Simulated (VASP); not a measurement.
# SiO2 (P4_2/mnm) in VASP: notebook

Runs on SiO2. Level: r2SCAN. Tasks: single point, relaxation of cell and atoms.

Everything below comes from runs of VASP 6.6.1. Logs are shortened: lines on timing, memory, paths and dates and some standing lists are left out, and cuts for length are marked.

**1. The cell of the first run**

It takes space group P4_2/mnm (No. 136, tetragonal). The conventional cell has a = 4.185 Å, b = 4.185 Å, c = 2.669 Å, α = 90.00°, β = 90.00°, γ = 90.00°. Within 2.3 Å of Si (site symmetry mmm) lie 6 O at 1.76 to 1.81 Å. O (site symmetry m2m) has 3 Si at 1.76 to 1.81 Å and 1 O at 2.30 Å within 2.3 Å.

**2. Single point, r2SCAN**

Input file POSCAR:

```
SiO2
1.0
    4.1851888049      0.0000000000      0.0000000000
    0.0000000000      4.1851888049      0.0000000000
    0.0000000000      0.0000000000      2.6688398925
Si O
2 4
Direct
    0.0000000000      0.0000000000      0.0000000000
    0.5000000000      0.5000000000      0.5000000000
    0.3061010091      0.3061010091      0.0000000000
    0.1938989909      0.8061010091      0.5000000000
    0.8061010091      0.1938989909      0.5000000000
    0.6938989909      0.6938989909      0.0000000000
```

Input file INCAR.step1:

```
ALGO = Normal
EDIFF = 1E-4
ENCUT = 520
GGA = PE
ISMEAR = -1
LASPH = True
LCHARG = False
LREAL = False
LWAVE = True
NBANDS = 25
NELM = 100
PREC = Accurate
SIGMA = 0.02
```

Input file INCAR.step2:

```
ALGO = Normal
EDIFF = 1E-6
ENCUT = 520
ISIF = 2
ISMEAR = -1
ISTART = 1
LASPH = True
LCHARG = False
LMIXTAU = True
LREAL = False
LWAVE = False
METAGGA = R2SCAN
NBANDS = 25
NELM = 100
PREC = Accurate
SIGMA = 0.02
```

Input file KPOINTS:

```
k-points
0
Gamma
  6 6 8
```

Potentials or basis: VASP PAW PBE potentials, release 64 (Si, O).

The run is started by

```bash
> cat potpaw_PBE.64/Si/POTCAR potpaw_PBE.64/O/POTCAR > POTCAR
> cp INCAR.step1 INCAR
> mpirun -np 1 vasp_std > vasp.out
> cp INCAR.step2 INCAR
> mpirun -np 1 vasp_std > vasp.out
```

OUTCAR:

```text
EDIFF = 1E-6
   ENCUT = 520
   ISIF = 2
   ISMEAR = -1
   ISTART = 1
   LASPH = True
   LREAL = False
   METAGGA = R2SCAN
   NELM = 100
   PREC = Accurate

 ion  position               nearest neighbor table
   1  0.000  0.000  0.000-   4 1.76   5 1.76   4 1.76   5 1.76   3 1.81   6 1.81
   2  0.500  0.500  0.500-   3 1.76   6 1.76   3 1.76   6 1.76   5 1.81   4 1.81
   3  0.306  0.306  0.000-   2 1.76   2 1.76   1 1.81
   4  0.194  0.806  0.500-   1 1.76   1 1.76   2 1.81
   5  0.806  0.194  0.500-   1 1.76   1 1.76   2 1.81
   6  0.694  0.694  0.000-   2 1.76   2 1.76   1 1.81

  LATTYP: Found a simple tetragonal cell.
 ALAT       =     4.1851888049
 C/A-ratio  =     0.6376868564

  Lattice vectors:

 A1 = (   4.1851888049,   0.0000000000,   0.0000000000)
 A2 = (   0.0000000000,   4.1851888049,   0.0000000000)
 A3 = (   0.0000000000,   0.0000000000,   2.6688398925)

Analysis of symmetry for initial positions (statically):
=====================================================================
 Subroutine PRICEL returns:
 Original cell was already a primitive cell.

 Routine SETGRP: Setting up the symmetry group for a
 simple tetragonal supercell.

 Subroutine GETGRP returns: Found 16 space group operations
 (whereof  8 operations were pure point group operations)
 out of a pool of 16 trial point group operations.

The static configuration has the point symmetry D_2h.
 The point group associated with its full space group is D_4h.

Analysis of symmetry for dynamics (positions and initial velocities):
=====================================================================
 Subroutine PRICEL returns:
 Original cell was already a primitive cell.

 Routine SETGRP: Setting up the symmetry group for a
 simple tetragonal supercell.

 Subroutine GETGRP returns: Found 16 space group operations
 (whereof  8 operations were pure point group operations)
 out of a pool of 16 trial point group operations.

The dynamic configuration has the point symmetry D_2h.
 The point group associated with its full space group is D_4h.

 Subroutine INISYM returns: Found 16 space group operations
 (whereof  8 operations are pure point group operations),
 and found     1 'primitive' translations

----------------------------------------------------------------------------------------

                                     Primitive cell

  volume of cell :      46.7469

  direct lattice vectors                    reciprocal lattice vectors
     4.185188805  0.000000000  0.000000000     0.238937846  0.000000000  0.000000000
     0.000000000  4.185188805  0.000000000     0.000000000  0.238937846  0.000000000
     0.000000000  0.000000000  2.668839892     0.000000000  0.000000000  0.374694639

  length of vectors
     4.185188805  4.185188805  2.668839892     0.238937846  0.238937846  0.374694639

  position of ions in fractional coordinates (direct lattice)
     0.000000000  0.000000000  0.000000000
     0.500000000  0.500000000  0.500000000
     0.306101009  0.306101009  0.000000000
     0.193898991  0.806101009  0.500000000
     0.806101009  0.193898991  0.500000000
     0.693898991  0.693898991  0.000000000

  ion indices of the primitive-cell ions
   primitive index   ion index
                 1           1
                 2           2
                 3           3
                 4           4
                 5           5
                 6           6

----------------------------------------------------------------------------------------

 KPOINTS: k-points

Automatic generation of k-mesh.
 Grid dimensions read from file:
 generate k-points for:    6    6    8

 Generating k-lattice:

  Cartesian coordinates                     Fractional coordinates (reciprocal lattice)
     0.039822974  0.000000000  0.000000000     0.166666667  0.000000000  0.000000000
     0.000000000  0.039822974  0.000000000     0.000000000  0.166666667  0.000000000
     0.000000000  0.000000000  0.046836830     0.000000000  0.000000000  0.125000000

  Length of vectors
     0.039822974  0.039822974  0.046836830

  Shift w.r.t. Gamma in fractional coordinates (k-lattice)
     0.000000000  0.000000000  0.000000000

 Subroutine IBZKPT returns following result:
 ===========================================

 Found     50 irreducible k-points:

 Following reciprocal coordinates:
            Coordinates               Weight
  0.000000  0.000000  0.000000      1.000000
  0.166667  0.000000  0.000000      4.000000
  0.333333  0.000000  0.000000      4.000000
  0.500000  0.000000  0.000000      2.000000
  0.166667  0.166667  0.000000      4.000000
  0.333333  0.166667  0.000000      8.000000
[... 16 lines left out ...]
  0.333333  0.000000  0.250000      8.000000
  0.500000  0.000000  0.250000      4.000000
 [... further k-points ...]
   k-points           NKPTS =     50   k-points in BZ     NKDIM =     50   number of bands    NBANDS=     25
   number of dos      NEDOS =    301   number of ions     NIONS =      6
   total plane-waves  NPLWV =  20480
   dimension x,y,z NGX =    32 NGY =   32 NGZ =   20
   dimension x,y,z NGXF=    64 NGYF=   64 NGZF=   40
   ions per type =               2   4
   NGX,Y,Z   is equivalent  to a cutoff of  12.71, 12.71, 12.46 a.u.
   NGXF,Y,Z  is equivalent  to a cutoff of  25.42, 25.42, 24.92 a.u.
 SYSTEM =  unknown system
   PREC   = accura    normal or accurate (medium, high low for compatibility)
   ISTART =      1    job   : 0-new  1-cont  2-samecut
   ICHARG =      0    charge: 1-file 2-atom 10-const
   ISPIN  =      1    spin polarized calculation?
   LNONCOLLINEAR =      F non collinear calculations
   LSORBIT =      F    spin-orbit coupling
   LASPH  =      T    aspherical Exc in radial PAW
   ENCUT  =  520.0 eV  38.22 Ry    6.18 a.u.   7.78  7.78  4.96*2*pi/ulx,y,z
   NELM   =    100;   NELMIN=  2; NELMDL=  0     # of ELM steps
   EDIFF  = 0.1E-05   stopping-criterion for ELM
   LREAL  =      F    real-space projection
   EDIFFG = 0.1E-04   stopping-criterion for IOM
   NSW    =      0    number of steps for IOM
   IBRION =     -1    ionic relax: 0-MD 1-quasi-New 2-CG
   NFREE  =      0    steps in history (QN), initial steepest desc. (CG)
   ISIF   =      2    stress and relaxation
   ISYM   =      2    0-nonsym 1-usesym 2-fastsym
   POTIM  = 0.5000    time-step for ionic-motion
   TEBEG  =    0.0;   TEEND  =   0.0 temperature during run
   PSTRESS=    0.0 pullay stress
   NELECT =      32.0000    total number of electrons
   NUPDOWN=      -1.0000    fix difference up-down
   EMIN   =  10.00;   EMAX   =-10.00  energy-range for DOS
   EFERMI =   0.00;   METHOD = LEGACY
   ISMEAR =    -1;   SIGMA  =   0.02  broadening in eV -4-tet -1-fermi 0-gaus
   EFERMI_NEDOS =   21; number of points for ismear=-14 and -15
   IALGO  =     38    algorithm
   IMIX   =      4    mixing-type and parameters
     AMIX     =   0.40;   BMIX     =  1.00
     AMIX_MAG =   1.60;   BMIX_MAG =  1.00
  volume/ion in A,a.u.               =       7.79        52.58
  Fermi-wavevector in a.u.,A,eV,Ry     =   1.442804  2.726504 28.323014  2.081683
  Thomas-Fermi vector in A             =   2.561283
   LORBIT       =      0    0 simple, 1 ext, 2 COOP (PROOUT), +10 PAW based schemes
   METAGGA = R2SCAN    functional components
   LHFCALC =     F    Hartree Fock is set to
   AEXX    =    0.0000 exact exchange contribution
   IVDW    =     0    specifies the selected vdW correction
   LEPSILON=     F    determine dielectric tensor
   LRPA    =     F    only Hartree local field effects (RPA)
 non-spin polarized calculation
  energy-cutoff  :      520.00
  volume of cell :       46.75
 maximum number of plane-waves:      1282
 NGX is ok and might be reduce to    32
   NGX = 15   NGY = 15   NGZ =  9

 number of electron      31.9999977 magnetization

 Free energy of the ion-electron system (eV)
  ---------------------------------------------------
  ext. energy  EPLUGINS =         0.00000000
  ---------------------------------------------------
  free energy    TOTEN  =       -58.78561288 eV

  energy without entropy =      -58.78561288  energy(sigma->0) =      -58.78561288

 E-fermi :   8.2881     XC(G=0): -12.8668

 val. band max:        7.7882679816   @ k =   0.0000   0.0000   0.0000
 cond. band min:      14.2970466790   @ k =   0.0000   0.0000   0.0000
 fundamental gap:      6.5087786974
 Fermi energy:         8.2881144393

 k-point     1 :       0.0000    0.0000    0.0000
  band No.  band energies     occupation
      1     -15.7435      2.00000
      2     -12.1600      2.00000
      3     -12.1600      2.00000
      4     -11.9007      2.00000
      5      -3.2430      2.00000
      6       1.2824      2.00000
[... 17 lines left out ...]
     24      23.3005      0.00000
     25      24.7716      0.00000

 k-point     2 :       0.1667    0.0000    0.0000
  band No.  band energies     occupation
      1     -15.5972      2.00000
      2     -12.7903      2.00000
      3     -12.0878      2.00000
      4     -11.5762      2.00000
      5      -3.0365      2.00000
      6       0.5285      2.00000
[... 17 lines left out ...]
     24      22.6748      0.00000
     25      24.5856      0.00000

 k-point     3 :       0.3333    0.0000    0.0000
  band No.  band energies     occupation
      1     -15.1702      2.00000
      2     -13.6649      2.00000
      3     -11.8948      2.00000
      4     -11.4951      2.00000
      5      -2.4752      2.00000
      6      -0.6101      2.00000
[... 552 lines left out ...]
 k-point    23 :       0.3333    0.0000    0.2500
  band No.  band energies     occupation
      1     -14.4246      2.00000
      2     -13.1270      2.00000
      3     -11.6366      2.00000
      4     -11.4546      2.00000
      5      -1.9673      2.00000
      6      -0.1454      2.00000
[... 17 lines left out ...]
     24      21.8192      0.00000
     25      22.7285      0.00000

 k-point    24 :       0.5000    0.0000    0.2500
  band No.  band energies     occupation
      1     -13.8364      2.00000
      2     -13.8364      2.00000
      3     -11.5132      2.00000
      4     -11.5132      2.00000
      5      -1.0371      2.00000
      6      -1.0371      2.00000
[... 17 lines left out ...]
     24      21.8277      0.00000
     25      22.6212      0.00000

 [... further k-points ...]

------------------------ aborting loop because EDIFF is reached ----------------------------------------

  FORCE on cell =-STRESS in cart. coord.  units (eV):
  Direction    XX          YY          ZZ          XY          YZ          ZX
  --------------------------------------------------------------------------------------
  -------------------------------------------------------------------------------------
  Total        0.0272065      0.0272065      0.2891455     -0.0000000      0.0000000      0.0000000
  in kB        0.9324599      0.9324599      9.9100160     -0.0000000      0.0000000      0.0000000
  external PRESSURE =       3.9249786 kB  Pullay stress =       0.0000000 kB

 VOLUME and BASIS-vectors are now :
 -----------------------------------------------------------------------------
  energy-cutoff  :      520.00
  volume of cell :       46.75
      direct lattice vectors                 reciprocal lattice vectors
     4.185188805  0.000000000  0.000000000     0.238937846  0.000000000  0.000000000
     0.000000000  4.185188805  0.000000000     0.000000000  0.238937846  0.000000000
     0.000000000  0.000000000  2.668839892     0.000000000  0.000000000  0.374694639

 POSITION                                       TOTAL-FORCE (eV/Angst)
 -----------------------------------------------------------------------------------
      0.00000      0.00000      0.00000         0.000000     -0.000000      0.000000
      2.09259      2.09259      1.33442         0.000000     -0.000000      0.000000
      1.28109      1.28109      0.00000        -0.015149     -0.015149      0.000000
      0.81150      3.37368      1.33442         0.015149     -0.015149      0.000000
      3.37368      0.81150      1.33442        -0.015149      0.015149     -0.000000
      2.90410      2.90410      0.00000         0.015149      0.015149     -0.000000
 -----------------------------------------------------------------------------------
    total drift:                                0.000000      0.000000      0.000000

  FREE ENERGIE OF THE ION-ELECTRON SYSTEM (eV)
  ---------------------------------------------------
  free  energy   TOTEN  =       -58.7856128787 eV

  energy  without entropy=      -58.7856128787  energy(sigma->0) =      -58.78561288
```

Wall time 2.5 min (1 thread of Intel Xeon Platinum 8259CL at 2.50GHz (Skylake/Cascade Lake), shared host); peak memory 0.18 GiB.

Results:

```yaml
Free_energy: -58.7856 eV
Pressure: 0.4 GPa
Largest_force: 0.021 eV/Å
Band_gap_on_the_k_mesh: 6.51 eV, direct
```

Forces in eV/Å, atoms in the order of the input:
```
Si   0.000  0.000  0.000
Si   0.000  0.000  0.000
O   -0.015 -0.015  0.000
O    0.015 -0.015  0.000
O   -0.015  0.015  0.000
O    0.015  0.015  0.000
```

Caveat: the PAW data sets were made with another functional, which shifts forces and pressure a little. A k mesh can miss the band edges.

**3. Single point, r2SCAN**

POSCAR is that of step 2.

Input file INCAR.step1:

```
SYSTEM = SiO2
PREC = Accurate
ENCUT = 520
ISMEAR = 0
SIGMA = 0.01
LREAL = .False.
LASPH = .True.
NELM = 60
NBANDS = 25
GGA = PE
ALGO = Normal
EDIFF = 1E-4
LWAVE = .True.
LCHARG = .False.
```

Input file INCAR.step2:

```
SYSTEM = SiO2
PREC = Accurate
ENCUT = 520
EDIFF = 1E-6
ISMEAR = 0
SIGMA = 0.01
LREAL = .False.
LASPH = .True.
NELM = 60
ALGO = Normal
ISIF = 2
LWAVE = .False.
LCHARG = .False.
METAGGA = R2SCAN
LMIXTAU = .True.
NBANDS = 25
ISTART = 1
```

Input file KPOINTS:

```
Automatic mesh
0
Gamma
  6 6 10
  0 0 0
```

Potentials or basis: VASP PAW PBE potentials, release 64 (Si, O).

The run is started by

```bash
> cat potpaw_PBE.64/Si/POTCAR potpaw_PBE.64/O/POTCAR > POTCAR
> cp INCAR.step1 INCAR
> mpirun -np 1 vasp_std > vasp.out
> cp INCAR.step2 INCAR
> mpirun -np 1 vasp_std > vasp.out
```

It took 2.7 min on 1 thread of Intel Xeon Platinum 8259CL at 2.50GHz (Skylake/Cascade Lake), shared host; peak memory 0.18 GiB.

It converged, with:

| Quantity | Value |
| --- | --- |
| Free energy | -58.7856 eV |
| Pressure | 0.4 GPa |
| Largest force | 0.021 eV/Å |
| Band gap on the k mesh | 6.51 eV, direct |

Forces on the atoms (eV/Å):
```
Si   0.000  0.000  0.000
Si   0.000  0.000  0.000
O   -0.015 -0.015  0.000
O    0.015 -0.015  0.000
O   -0.015  0.015  0.000
O    0.015  0.015  0.000
```

Stress tensor (GPa, compression positive):
```
0.09 0.00 0.00
0.00 0.09 0.00
0.00 0.00 0.99
```

Levels at points of the mesh, in eV from the valence-band top:
```csv
k point,band 14,band 15,band 16,band 17,band 18,band 19
"(0.00, 0.00, 0.00)",-0.88,-0.88,0.00,6.51,7.64,9.47
"(0.50, 0.00, 0.00)",-2.72,-1.08,-1.08,8.70,8.70,10.05
"(0.50, 0.50, 0.00)",-2.68,-2.32,-2.32,8.39,8.39,11.05
"(0.00, 0.00, 0.50)",-3.10,-2.71,-2.71,10.14,10.14,13.74
"(0.50, 0.00, 0.50)",-2.31,-1.80,-1.80,9.81,9.81,10.88
"(0.50, 0.50, 0.50)",-1.78,-1.60,-1.60,8.15,8.15,12.00
```

Caveat: the PAW data sets were made with another functional, which shifts forces and pressure a little. A k mesh can miss the band edges.

(Continued in part 2 of 2.)
